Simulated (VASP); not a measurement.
# MgSi3N (P4mm) in VASP: further runs

MgSi3N is run at these levels: PBE; tasks: single point, relaxation of cell and atoms.

Everything below comes from runs of VASP 6.6.1. Logs are shortened: lines on timing, memory, paths and dates and some standing lists are left out, and cuts for length are marked.

**1. The cell of the first run**

The structure is tetragonal, space group P4mm (No. 99). Conventional cell: a = 4.198 Å, b = 4.198 Å, c = 4.070 Å, α = 90.00°, β = 90.00°, γ = 90.00°. Within 3.8 Å of Mg (site symmetry 4mm) lie 12 Si at 2.89 to 3.02 Å and 4 N at 3.20 Å. Si (site symmetry 2mm) has 2 N at 2.28 Å and 6 Si at 2.53 to 2.97 Å and 4 Mg at 2.89 to 2.95 Å within 3.0 Å. Within 2.3 Å of Si (site symmetry 4mm) lie 1 N at 1.77 Å. Within 2.3 Å of N (site symmetry 4mm) lie 5 Si at 1.77 to 2.28 Å.

**2. Single point, PBE**

The input, INCAR:

```
SYSTEM = MgSi3N
  ALGO = Normal
  EDIFF = 1E-6
  ENCUT = 520
  GGA = PE
  ISIF = 2
  ISMEAR = 0
  LASPH = .True.
  LCHARG = .False.
  LREAL = .False.
  LWAVE = .False.
  NBANDS = 18
  NELM = 100
  PREC = Accurate
  SIGMA = 0.1
```

The input, KPOINTS:

```
k-points
0
Gamma
  10 10 10
  0 0 0
```

The input, POSCAR:

```
MgSi3N
1.0
    4.1979494913      0.0000000000      0.0000000000
    0.0000000000      4.1979494913      0.0000000000
    0.0000000000      0.0000000000      4.0695148916
Mg Si N
1 3 1
Direct
    0.0000000000      0.0000000000      0.9889862556
    0.0000000000      0.5000000000      0.4788369069
    0.5000000000      0.0000000000      0.4788369069
    0.5000000000      0.5000000000      0.1298561781
    0.5000000000      0.5000000000      0.6960837725
```

Potentials or basis: VASP PAW PBE potentials, release 64 (Mg, Si, N).

Launch:

```bash
$ cat potpaw_PBE.64/Mg/POTCAR potpaw_PBE.64/Si/POTCAR potpaw_PBE.64/N/POTCAR > POTCAR
$ mpirun -np 1 vasp_std > vasp.out
```

OUTCAR:

```text
SYSTEM = MgSi3N
   EDIFF = 1E-6
   ENCUT = 520
   GGA = PE
   ISIF = 2
   ISMEAR = 0
   LASPH = .True.
   LREAL = .False.
   NELM = 100
   PREC = Accurate

 ion  position               nearest neighbor table
   1  0.000  0.000  0.989-   2 2.89   3 2.89   2 2.89   3 2.89   2 2.95   2 2.95   3 2.95   3 2.95
                             4 3.02   4 3.02   4 3.02   4 3.02
   2  0.000  0.500  0.479-   5 2.28   5 2.28   4 2.53   4 2.53   1 2.89   1 2.89   1 2.95   1 2.95
                             3 2.97   3 2.97   3 2.97   3 2.97
   3  0.500  0.000  0.479-   5 2.28   5 2.28   4 2.53   4 2.53   1 2.89   1 2.89   1 2.95   1 2.95
                             2 2.97   2 2.97   2 2.97   2 2.97
   4  0.500  0.500  0.130-   5 1.77   5 2.30   3 2.53   2 2.53   3 2.53   2 2.53   1 3.02   1 3.02
                             1 3.02   1 3.02
   5  0.500  0.500  0.696-   4 1.77   3 2.28   2 2.28   3 2.28   2 2.28   4 2.30

  LATTYP: Found a simple tetragonal cell.
 ALAT       =     4.1979494913
 C/A-ratio  =     0.9694053966

  Lattice vectors:

 A1 = (   4.1979494913,   0.0000000000,   0.0000000000)
 A2 = (   0.0000000000,   4.1979494913,   0.0000000000)
 A3 = (   0.0000000000,   0.0000000000,   4.0695148916)

Analysis of symmetry for initial positions (statically):
=====================================================================
 Subroutine PRICEL returns:
 Original cell was already a primitive cell.

 Routine SETGRP: Setting up the symmetry group for a
 simple tetragonal supercell.

 Subroutine GETGRP returns: Found  8 space group operations
 (whereof  8 operations were pure point group operations)
 out of a pool of 16 trial point group operations.

The static configuration has the point symmetry C_4v.

Analysis of symmetry for dynamics (positions and initial velocities):
=====================================================================
 Subroutine PRICEL returns:
 Original cell was already a primitive cell.

 Routine SETGRP: Setting up the symmetry group for a
 simple tetragonal supercell.

 Subroutine GETGRP returns: Found  8 space group operations
 (whereof  8 operations were pure point group operations)
 out of a pool of 16 trial point group operations.

The dynamic configuration has the point symmetry C_4v.

 Subroutine INISYM returns: Found  8 space group operations
 (whereof  8 operations are pure point group operations),
 and found     1 'primitive' translations

----------------------------------------------------------------------------------------

                                     Primitive cell

  volume of cell :      71.7162

  direct lattice vectors                    reciprocal lattice vectors
     4.197949491  0.000000000  0.000000000     0.238211537  0.000000000  0.000000000
     0.000000000  4.197949491  0.000000000     0.000000000  0.238211537  0.000000000
     0.000000000  0.000000000  4.069514892     0.000000000  0.000000000  0.245729535

  length of vectors
     4.197949491  4.197949491  4.069514892     0.238211537  0.238211537  0.245729535

  position of ions in fractional coordinates (direct lattice)
     0.000000000  0.000000000  0.988986256
     0.000000000  0.500000000  0.478836907
     0.500000000  0.000000000  0.478836907
     0.500000000  0.500000000  0.129856178
     0.500000000  0.500000000  0.696083773

  ion indices of the primitive-cell ions
   primitive index   ion index
                 1           1
                 2           2
                 3           3
                 4           4
                 5           5

----------------------------------------------------------------------------------------

 KPOINTS: k-points

Automatic generation of k-mesh.
 Grid dimensions read from file:
 generate k-points for:   10   10   10

 Generating k-lattice:

  Cartesian coordinates                     Fractional coordinates (reciprocal lattice)
     0.023821154  0.000000000  0.000000000     0.100000000  0.000000000  0.000000000
     0.000000000  0.023821154  0.000000000     0.000000000  0.100000000  0.000000000
     0.000000000  0.000000000  0.024572953     0.000000000  0.000000000  0.100000000

  Length of vectors
     0.023821154  0.023821154  0.024572953

  Shift w.r.t. Gamma in fractional coordinates (k-lattice)
     0.000000000  0.000000000  0.000000000

 Subroutine IBZKPT returns following result:
 ===========================================

 Found    126 irreducible k-points:

 Following reciprocal coordinates:
            Coordinates               Weight
  0.000000  0.000000  0.000000      1.000000
  0.100000  0.000000  0.000000      4.000000
  0.200000  0.000000  0.000000      4.000000
  0.300000  0.000000  0.000000      4.000000
  0.400000  0.000000  0.000000      4.000000
  0.500000  0.000000  0.000000      2.000000
[... 16 lines left out ...]
  0.100000  0.000000  0.100000      8.000000
  0.200000  0.000000  0.100000      8.000000
 [... further k-points ...]
   k-points           NKPTS =    126   k-points in BZ     NKDIM =    126   number of bands    NBANDS=     18
   number of dos      NEDOS =    301   number of ions     NIONS =      5
   total plane-waves  NPLWV =  30720
   dimension x,y,z NGX =    32 NGY =   32 NGZ =   30
   dimension x,y,z NGXF=    64 NGYF=   64 NGZF=   60
   ions per type =               1   3   1
   NGX,Y,Z   is equivalent  to a cutoff of  12.67, 12.67, 12.26 a.u.
   NGXF,Y,Z  is equivalent  to a cutoff of  25.35, 25.35, 24.51 a.u.
 SYSTEM =  MgSi3N
   PREC   = accura    normal or accurate (medium, high low for compatibility)
   ISTART =      0    job   : 0-new  1-cont  2-samecut
   ICHARG =      2    charge: 1-file 2-atom 10-const
   ISPIN  =      1    spin polarized calculation?
   LNONCOLLINEAR =      F non collinear calculations
   LSORBIT =      F    spin-orbit coupling
   LASPH  =      T    aspherical Exc in radial PAW
   ENCUT  =  520.0 eV  38.22 Ry    6.18 a.u.   7.81  7.81  7.57*2*pi/ulx,y,z
   NELM   =    100;   NELMIN=  2; NELMDL= -5     # of ELM steps
   EDIFF  = 0.1E-05   stopping-criterion for ELM
   LREAL  =      F    real-space projection
   EDIFFG = 0.1E-04   stopping-criterion for IOM
   NSW    =      0    number of steps for IOM
   IBRION =     -1    ionic relax: 0-MD 1-quasi-New 2-CG
   NFREE  =      0    steps in history (QN), initial steepest desc. (CG)
   ISIF   =      2    stress and relaxation
   ISYM   =      2    0-nonsym 1-usesym 2-fastsym
   POTIM  = 0.5000    time-step for ionic-motion
   TEBEG  =    0.0;   TEEND  =   0.0 temperature during run
   PSTRESS=    0.0 pullay stress
   NELECT =      19.0000    total number of electrons
   NUPDOWN=      -1.0000    fix difference up-down
   EMIN   =  10.00;   EMAX   =-10.00  energy-range for DOS
   EFERMI =   0.00;   METHOD = LEGACY
   ISMEAR =     0;   SIGMA  =   0.10  broadening in eV -4-tet -1-fermi 0-gaus
   EFERMI_NEDOS =   21; number of points for ismear=-14 and -15
   IALGO  =     38    algorithm
   IMIX   =      4    mixing-type and parameters
     AMIX     =   0.40;   BMIX     =  1.00
     AMIX_MAG =   1.60;   BMIX_MAG =  1.00
  volume/ion in A,a.u.               =      14.34        96.79
  Fermi-wavevector in a.u.,A,eV,Ry     =   1.051446  1.986945 15.041770  1.105539
  Thomas-Fermi vector in A             =   2.186490
   LORBIT       =      0    0 simple, 1 ext, 2 COOP (PROOUT), +10 PAW based schemes
   GGA     = PE    functional components
   LHFCALC =     F    Hartree Fock is set to
   AEXX    =    0.0000 exact exchange contribution
   IVDW    =     0    specifies the selected vdW correction
   LEPSILON=     F    determine dielectric tensor
   LRPA    =     F    only Hartree local field effects (RPA)
 non-spin polarized calculation
 Gauss-broadening in eV      SIGMA  =   0.10
  energy-cutoff  :      520.00
  volume of cell :       71.72
 maximum number of plane-waves:      1976
 NGX is ok and might be reduce to    32
   NGX = 15   NGY = 15   NGZ = 15

 number of electron      18.9999998 magnetization

 Free energy of the ion-electron system (eV)
  ---------------------------------------------------
  ext. energy  EPLUGINS =         0.00000000
  ---------------------------------------------------
  free energy    TOTEN  =       -23.67884147 eV

  energy without entropy =      -23.66762882  energy(sigma->0) =      -23.67323514

 E-fermi :   7.5936     XC(G=0): -10.5432

 val. band max:        7.5915205267   @ k =   0.3000   0.3000   0.0000
 cond. band min:       7.5994765928   @ k =   0.4000   0.0000   0.3000
 fundamental gap:      0.0079560660
 Fermi energy:         7.5935706770

 k-point     1 :       0.0000    0.0000    0.0000
  band No.  band energies     occupation
      1      -9.0733      2.00000
      2      -2.1994      2.00000
      3       0.8326      2.00000
      4       1.1713      2.00000
      5       1.1713      2.00000
      6       2.5221      2.00000
[... 10 lines left out ...]
     17      11.9629      0.00000
     18      13.4665      0.00000

 k-point     2 :       0.1000    0.0000    0.0000
  band No.  band energies     occupation
      1      -9.0470      2.00000
      2      -2.2119      2.00000
      3       0.5443      2.00000
      4       0.9377      2.00000
      5       1.2102      2.00000
      6       2.9116      2.00000
[... 10 lines left out ...]
     17      12.7886      0.00000
     18      14.0538      0.00000

 k-point     3 :       0.2000    0.0000    0.0000
  band No.  band energies     occupation
      1      -8.9761      2.00000
      2      -2.2702      2.00000
      3      -0.1793      2.00000
      4       0.9949      2.00000
      5       1.3181      2.00000
      6       3.2216      2.00000
[... 10 lines left out ...]
     17      14.0868      0.00000
     18      15.1930      0.00000

 k-point     4 :       0.3000    0.0000    0.0000
  band No.  band energies     occupation
      1      -8.8833      2.00000
      2      -2.4110      2.00000
      3      -0.6741      2.00000
      4       1.0982      2.00000
      5       1.4657      2.00000
      6       3.5418      2.00000
[... 375 lines left out ...]
      4       1.2299      2.00000
      5       1.2299      2.00000
      6       2.5843      2.00000
[... 10 lines left out ...]
     17      12.4812      0.00000
     18      13.5715      0.00000

 k-point    23 :       0.1000    0.0000    0.1000
  band No.  band energies     occupation
      1      -9.0041      2.00000
      2      -2.4275      2.00000
      3       0.4227      2.00000
      4       1.1904      2.00000
      5       1.2686      2.00000
      6       3.0306      2.00000
[... 10 lines left out ...]
     17      13.0326      0.00000
     18      14.1524      0.00000

 k-point    24 :       0.2000    0.0000    0.1000
  band No.  band energies     occupation
      1      -8.9343      2.00000
      2      -2.4215      2.00000
      3      -0.3517      2.00000
      4       1.2621      2.00000
      5       1.3760      2.00000
      6       3.3994      2.00000
[... 10 lines left out ...]
     17      14.1886      0.00000
     18      14.8453      0.00000

 [... further k-points ...]
[... 5 lines left out ...]
  --------------------------------------------------------------------------------------
  -------------------------------------------------------------------------------------
  Total       -0.0692108     -0.0692108     -0.0561179      0.0000000     -0.0000000      0.0000000
  in kB       -1.5462060     -1.5462060     -1.2537029      0.0000000     -0.0000000      0.0000000
  external PRESSURE =      -1.4487050 kB  Pullay stress =       0.0000000 kB

 VOLUME and BASIS-vectors are now :
 -----------------------------------------------------------------------------
  energy-cutoff  :      520.00
  volume of cell :       71.72
      direct lattice vectors                 reciprocal lattice vectors
     4.197949491  0.000000000  0.000000000     0.238211537  0.000000000  0.000000000
     0.000000000  4.197949491  0.000000000     0.000000000  0.238211537  0.000000000
     0.000000000  0.000000000  4.069514892     0.000000000  0.000000000  0.245729535

 POSITION                                       TOTAL-FORCE (eV/Angst)
 -----------------------------------------------------------------------------------
      0.00000      0.00000      4.02469         0.000000      0.000000      0.004515
      0.00000      2.09897      1.94863         0.000000      0.000000     -0.000855
      2.09897      0.00000      1.94863         0.000000      0.000000     -0.000855
      2.09897      2.09897      0.52845         0.000000     -0.000000     -0.000317
      2.09897      2.09897      2.83272        -0.000000      0.000000     -0.002487
 -----------------------------------------------------------------------------------
    total drift:                                0.000000     -0.000000     -0.000242

  FREE ENERGIE OF THE ION-ELECTRON SYSTEM (eV)
  ---------------------------------------------------
  free  energy   TOTEN  =       -23.6788414682 eV

  energy  without entropy=      -23.6676288185  energy(sigma->0) =      -23.67323514
```

Wall time 2.7 min (1 thread of AMD EPYC 7R43 (Zen 3), shared host); peak memory 0.26 GiB.

Results:

| Item | Value |
| --- | --- |
| Free energy | -23.6788 eV |
| Pressure | -0.1 GPa |
| Largest force | 0.005 eV/Å |

Forces on the atoms (eV/Å):
```
Mg   0.000  0.000  0.005
Si   0.000  0.000 -0.001
Si   0.000  0.000 -0.001
Si   0.000  0.000  0.000
N    0.000  0.000 -0.002
```

Levels at points of the mesh, in eV from the Fermi level:
```
           k point  band 5  band 6  band 7  band 8  band 9  band 10  band 11  band 12  band 13  band 14
(0.00, 0.00, 0.00)   -6.42   -5.07   -4.32   -0.42   -0.42     1.28     2.18     2.33     2.33     2.83
(0.50, 0.00, 0.00)   -5.94   -3.49   -3.17   -1.49   -1.28     0.44     0.65     1.78     1.84     3.91
(0.50, 0.50, 0.00)   -5.90   -5.47   -2.66   -2.66    0.82     0.82     2.39     2.39     2.89     4.35
(0.00, 0.00, 0.50)   -5.57   -4.18   -3.91   -2.79   -2.79    -0.92     1.81     2.17     2.17     4.57
(0.50, 0.00, 0.50)   -5.16   -4.35   -2.73   -2.03   -0.84    -0.69     1.31     1.34     2.88     3.90
(0.50, 0.50, 0.50)   -5.78   -5.78   -4.91   -1.56   -0.75     1.24     1.24     2.97     5.13     6.40
```

**3. Single point, PBE**

The input, INCAR:

```
  ALGO = Normal
  EDIFF = 1E-6
  ENCUT = 520
  GGA = PE
  ISIF = 2
  ISMEAR = 0
  LASPH = True
  LCHARG = False
  LREAL = False
  LWAVE = False
  NBANDS = 18
  NELM = 60
  PREC = Accurate
  SIGMA = 0.1
```

The input, KPOINTS:

```
k-points
0
Gamma
  10 10 10
```

POSCAR is that of step 2.

Potentials or basis: VASP PAW PBE potentials, release 64 (Mg, Si, N).

Launch:

```bash
$ cat potpaw_PBE.64/Mg/POTCAR potpaw_PBE.64/Si/POTCAR potpaw_PBE.64/N/POTCAR > POTCAR
$ mpirun -np 1 vasp_std > vasp.out
```

Wall time 2.5 min (1 thread of AMD EPYC 7R43 (Zen 3), shared host); peak memory 0.26 GiB.

The run converged. Its results:

```
Free energy   : -23.6788 eV
Pressure      : -0.1 GPa
Largest force : 0.005 eV/Å
```

Forces on the atoms (eV/Å):
```
Mg   0.000  0.000  0.005
Si   0.000  0.000 -0.001
Si   0.000  0.000 -0.001
Si   0.000  0.000  0.000
N    0.000  0.000 -0.002
```

Levels at points of the mesh, in eV from the Fermi level:
| k point | band 6 | band 7 | band 8 | band 9 | band 10 | band 11 | band 12 | band 13 |
| --- | --- | --- | --- | --- | --- | --- | --- | --- |
| (0.00, 0.00, 0.00) | -5.07 | -4.32 | -0.42 | -0.42 | 1.28 | 2.18 | 2.33 | 2.33 |
| (0.50, 0.00, 0.00) | -3.49 | -3.17 | -1.49 | -1.28 | 0.44 | 0.65 | 1.78 | 1.84 |
| (0.50, 0.50, 0.00) | -5.47 | -2.66 | -2.66 | 0.82 | 0.82 | 2.39 | 2.39 | 2.89 |
| (0.00, 0.00, 0.50) | -4.18 | -3.91 | -2.79 | -2.79 | -0.92 | 1.81 | 2.17 | 2.17 |
| (0.50, 0.00, 0.50) | -4.35 | -2.73 | -2.03 | -0.84 | -0.69 | 1.31 | 1.34 | 2.88 |
| (0.50, 0.50, 0.50) | -5.78 | -4.91 | -1.56 | -0.75 | 1.24 | 1.24 | 2.97 | 5.13 |

**4. Relaxation of cell and atoms, PBE**

This run uses another cell than the first one, of 14.38 Å³/atom, 1.003 times its volume.

The input, INCAR:

```
  PREC = Accurate
  ENCUT = 600
  EDIFF = 1E-7
  ISMEAR = 0
  SIGMA = 0.1
  LREAL = F
  LASPH = T
  NELM = 60
  ALGO = Normal
  ISIF = 3
  LWAVE = F
  LCHARG = F
  GGA = PE
  IBRION = 2
  NSW = 100
  EDIFFG = -0.01
```

The input, KPOINTS:

```
regular mesh
0
Gamma
  10 10 10
```

The input, POSCAR:

```
MgSi3N
1.0
    4.2381683936      0.0000000000      0.0000000000
    0.0000000000      4.2381683936      0.0000000000
    0.0000000000      0.0000000000      4.0029059199
Mg Si N
1 3 1
Direct
    0.0000000000      0.0000000000      0.9915111124
    0.0000000000      0.5000000000      0.4795595943
    0.5000000000      0.0000000000      0.4795595943
    0.5000000000      0.5000000000      0.1319507548
    0.5000000000      0.5000000000      0.6900189642
```

Launch:

```bash
$ cat potpaw_PBE.64/Mg/POTCAR potpaw_PBE.64/Si/POTCAR potpaw_PBE.64/N/POTCAR > POTCAR
$ mpirun -np 1 vasp_std > vasp.out
```

Wall time 12 min (1 thread of AMD EPYC 7R43 (Zen 3), shared host); peak memory 0.28 GiB.

Results (log left out):

* Free energy: -23.6808 eV
* Relaxed volume: 14.31 Å³/atom
* Relaxed cell: a = 4.194 Å, b = 4.194 Å, c = 4.069 Å, α = 90.00°, β = 90.00°, γ = 90.00°
* Space group after relaxing (to 0.05 Å): P4mm (No. 99)
* Energy gained by relaxing: 2.5 meV/atom
* Ionic steps: 9
* Pressure after relaxing: 0.0 GPa
* Largest force after relaxing: 0.009 eV/Å

Forces in eV/Å, atoms in the order of the input:
```
Mg   0.000  0.000 -0.009
Si   0.000  0.000 -0.001
Si   0.000  0.000 -0.001
Si   0.000  0.000  0.004
N    0.000  0.000  0.006
```

The path:
```
step  energy change (eV)  largest force (eV/Å)  pressure (GPa)  volume (Å³)
   1              0.0000                0.1656           -0.39        71.90
   2             -0.0084                0.1047            0.04        71.53
   3             -0.0113                0.0737            0.49        71.17
   4             -0.0125                0.0300           -0.09        71.64
   5             -0.0125                0.0298           -0.09        71.64
   6             -0.0127                0.0203           -0.01        71.58
   7             -0.0127                0.0301            0.02        71.57
   8             -0.0127                0.0111            0.01        71.55
   9             -0.0127                0.0087            0.01        71.55
```

Final structure:
```
Mg Si N
1.0
     4.19350    0.00000    0.00000
     0.00000    4.19350    0.00000
     0.00000    0.00000    4.06865
Mg Si N
1 3 1
Direct
  0.00000 0.00000 0.99039
  0.00000 0.50000 0.47897
  0.50000 0.00000 0.47897
  0.50000 0.50000 0.12907
  0.50000 0.50000 0.69519
```

Levels at points of the mesh, in eV from the Fermi level:
```
           k point  band 6  band 7  band 8  band 9  band 10  band 11  band 12  band 13
(0.00, 0.00, 0.00)   -5.07   -4.33   -0.42   -0.42     1.26     2.18     2.34     2.34
(0.50, 0.00, 0.00)   -3.49   -3.19   -1.49   -1.28     0.44     0.66     1.78     1.84
(0.50, 0.50, 0.00)   -5.48   -2.68   -2.68    0.83     0.83     2.37     2.37     2.88
(0.00, 0.00, 0.50)   -4.18   -3.91   -2.79   -2.79    -0.92     1.82     2.18     2.18
(0.50, 0.00, 0.50)   -4.36   -2.74   -2.03   -0.85    -0.70     1.32     1.35     2.88
(0.50, 0.50, 0.50)   -5.79   -4.92   -1.57   -0.75     1.24     1.24     2.97     5.15
```
